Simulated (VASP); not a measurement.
CdS, 4 atoms in the cell. It takes space group Fd-3m (No. 227, cubic). The conventional cell has a = 6.892 Å, b = 6.892 Å, c = 6.892 Å, α = 90.00°, β = 90.00°, γ = 90.00°. Cd (site symmetry -43m) has 4 Cd at 2.98 Å and 10 S at 2.98 to 3.45 Å within 3.9 Å. Within 3.9 Å of S (site symmetry -43m) lie 10 Cd at 2.98 to 3.45 Å and 4 S at 2.98 Å. 

| Item | Value |
| --- | --- |
| Program | VASP 6.6.1 |
| Task | single point |
| Functional | PBE |
| Potentials or basis | VASP PAW PBE potentials, release 64 (Cd, S) |
| Cutoff | 500 eV |
| k mesh | 3 × 3 × 3 |
| Occupations | gaussian, width 0.15 eV |
| Spin | no spin polarisation |
| Dipole correction | no |
| Further INCAR settings | ALGO = Normal; EDIFF = 1e-06; NBANDS = 26 |

Potentials or basis: VASP PAW PBE potentials, release 64 (Cd, S).

Command:

```bash
$ cat potpaw_PBE.64/Cd/POTCAR potpaw_PBE.64/S/POTCAR > POTCAR
$ mpirun -np 1 vasp_std > vasp.out
```

Hardware: 1 thread of Intel Xeon 8259CL, on a shared host.

Q: Estimate the wall time of this run.

A: Run time: 22 s on 1 thread of Intel Xeon 8259CL (shared host), peak memory 0.2 GiB. Counts: scf iterations 13, k points 4.
